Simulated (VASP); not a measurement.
**SrTiO3: single point with PBE**

Crystal: SrTiO3.

```xyz
10
Lattice="-2.7777 2.7222 3.9464 2.7777 -2.7222 3.9464 2.7777 2.7222 -3.9464" Properties=species:S:1:pos:R:3 pbc="T T T"
Sr    0.0000    2.7222    1.9732
Sr    2.7777    0.0000    1.9732
Ti    0.0000    0.0000    0.0000
Ti    0.0000    0.0000    3.9464
O     0.0000    0.0000    1.9732
O     0.0000    0.0000    5.9197
O     1.2677    3.9645    0.0000
O     1.5100    1.2424    0.0000
O     1.5100   -1.2424    3.9464
O     1.2677    1.4798    3.9464
```

This cell differs from its parent crystal: strain -0.0200 x Voigt [0, 1, 0, 0, 0, 0].

| Quantity | Value |
| --- | --- |
| Program | VASP 6.6.1 |
| Task | single point |
| Functional | PBE |
| Potentials or basis | VASP PAW PBE potentials, release 64 (Sr_sv, Ti_sv, O) |
| Cutoff | 520 eV |
| k mesh | 8 × 8 × 8 |
| Occupations | gaussian, width 0.05 eV |
| Spin | no spin polarisation |
| Dipole correction | no |
| Further INCAR settings | ALGO = Normal; EDIFF = 1e-07; NBANDS = 51 |

```json
{
  "Pressure": "4.3 GPa",
  "Largest force": "0.029 eV/Å",
  "Band gap on the k mesh": "1.91 eV, direct"
}
```

Forces on the atoms (eV/Å):
```
Sr   0.000  0.000  0.000
Sr   0.000  0.000  0.000
Ti   0.000  0.000  0.000
Ti   0.000  0.000  0.000
O    0.000  0.000  0.000
O    0.000  0.000  0.000
O   -0.009 -0.028  0.000
O    0.009 -0.028  0.000
O    0.009  0.028  0.000
O   -0.009  0.028  0.000
```

Stress tensor (GPa, compression positive):
```
2.75 0.00 0.00
0.00 7.33 0.00
0.00 0.00 2.75
```

Levels at points of the mesh, in eV from the valence-band top:
```
           k point  band 37  band 38  band 39  band 40  band 41  band 42  band 43  band 44
(0.00, 0.00, 0.00)    -0.24    -0.09    -0.02     0.00     1.91     1.96     1.96     4.14
(0.50, 0.00, 0.00)    -0.79    -0.79    -0.58    -0.58     3.36     3.36     3.41     3.41
(0.00, 0.50, 0.00)    -0.73    -0.73    -0.54    -0.54     3.37     3.37     3.41     3.41
(0.50, 0.50, 0.00)    -1.41    -0.68    -0.68    -0.06     2.07     3.74     3.76     3.79
(0.50, 0.50, 0.50)    -1.42    -0.71    -0.52    -0.05     2.11     3.66     3.68     3.87
```

It took 11 min on 1 thread of Intel(R) Xeon(R) Platinum 8488C (Sapphire Rapids) (shared host), peak memory 0.59 GiB.

Caveat: the cell differs from its parent crystal (strain -0.0200 x Voigt [0, 1, 0, 0, 0, 0]). A k mesh can miss the band edges.
